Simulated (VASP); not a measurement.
HgS3:

```
CELL_PARAMETERS angstrom
4.40026 0.00000 0.00000
0.00000 4.40026 0.00000
0.00000 0.00000 4.35503
ATOMIC_POSITIONS crystal
Hg 0.00000 0.00000 0.00000
S 0.00000 0.50000 0.50000
S 0.50000 0.00000 0.50000
S 0.50000 0.50000 0.00000
```

- Program: VASP 6.6.1
- Task: relaxation of cell and atoms
- Functional: r2SCAN
- Potentials or basis: VASP PAW PBE potentials, release 64 (Hg, S)
- Cutoff: 600 eV
- k mesh: 4 × 4 × 4
- Occupations: gaussian, width 0.1 eV
- Spin: no spin polarisation

At the start: pressure -5.8 GPa; volume 21.08 Å³/atom.

Problem. How do energy, volume and symmetry change on relaxing?

Solution. Over 22 steps the energy falls by 285.1 meV/atom and the volume is 18.44 Å³/atom (-12.5 %); space group Pm-3m (No. 221, to 0.1 Å) before, P4/mmm (No. 123, to 0.1 Å).

Step by step:
```tsv
step	energy change (eV)	largest force (eV/Å)	pressure (GPa)	volume (Å³)
1	0.0000	0.0000	-5.77	84.32
2	-0.1659	0.0000	0.75	75.39
3	-0.1670	0.0000	0.16	76.00
4	-0.1861	0.0000	0.29	75.82
5	-0.2836	0.0000	0.66	75.20
6	-0.4869	0.0000	1.94	73.57
7	-0.7744	0.0000	6.61	68.73
8	-0.8153	0.0000	5.49	69.60
9	-0.7336	0.0000	2.66	71.78
10	-0.8347	0.0000	4.81	70.09
11	-0.8393	0.0000	4.60	70.23
12	-0.8424	0.0000	4.31	70.44
13	-0.8440	0.0000	3.68	70.85
14	-0.8552	0.0000	2.49	71.60
15	-0.8947	0.0000	0.48	72.87
16	-1.0179	0.0000	0.95	74.38
17	-0.9965	0.0000	-0.07	73.35
18	-1.1369	0.0000	-0.44	73.97
19	-1.1399	0.0000	-0.35	74.04
20	-1.1394	0.0000	-0.28	74.08
21	-1.1400	0.0000	-0.18	73.96
22	-1.1403	0.0000	-0.01	73.76
```

Final structure:
```
Hg S
1.0
     5.18421    0.00000    0.00000
     0.00000    5.18421    0.00000
     0.00000    0.00000    2.74450
Hg S
1 3
Direct
  0.00000 0.00000 0.00000
  0.00000 0.50000 0.50000
  0.50000 0.00000 0.50000
  0.50000 0.50000 0.00000
```

Caveat: the k points lie up to 0.57 Å⁻¹ apart in the final cell, too coarse for converged energies and pressures of a metal; a cell axis changed by over 15 % at a fixed basis, so the end point is rough; the PAW data sets were made with another functional, which shifts forces and pressure a little.
